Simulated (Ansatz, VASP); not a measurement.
## Li in VASP and in Ansatz

```
CELL_PARAMETERS angstrom
1.56077 0.90111 7.63856
-1.56077 0.90111 7.63856
0.00000 -1.80222 7.63856
ATOMIC_POSITIONS crystal
Li 0.00000 0.00000 0.00000
Li 0.22200 0.22200 0.22200
Li 0.77800 0.77800 0.77800
```

Change from the starting cell: volume scaled by 1.02, crystal datasets.

Alike in both runs: task electric field gradients; functional LDA; k mesh 12 × 12 × 12; occupations fermi-dirac, width 0.08 eV; no spin polarisation.

|  | VASP | Ansatz |
| --- | --- | --- |
| version | VASP 6.6.1 | Ansatz 0.2.0 |
| potentials or method | VASP PAW LDA potentials, release 64 (Li_sv), cutoff 520 eV | all-electron PAW with datasets made for the crystal, scalar-relativistic |

```tsv
	VASP	Ansatz	Ansatz less VASP
rms of the force components (eV/Å)	0.004	0.004	-0.0001
```

LDA's correlation is that of Perdew and Zunger in VASP and of Perdew and Wang (1992) in Ansatz. Atom by atom the forces differ by 0.000 eV/Å (rms over components). Ansatz ran all-electron here, and VASP with PAW potentials. Ansatz's warnings: printed levels off.

Noted on VASP's run: the cutoff is short for stress, so the pressure is rough.
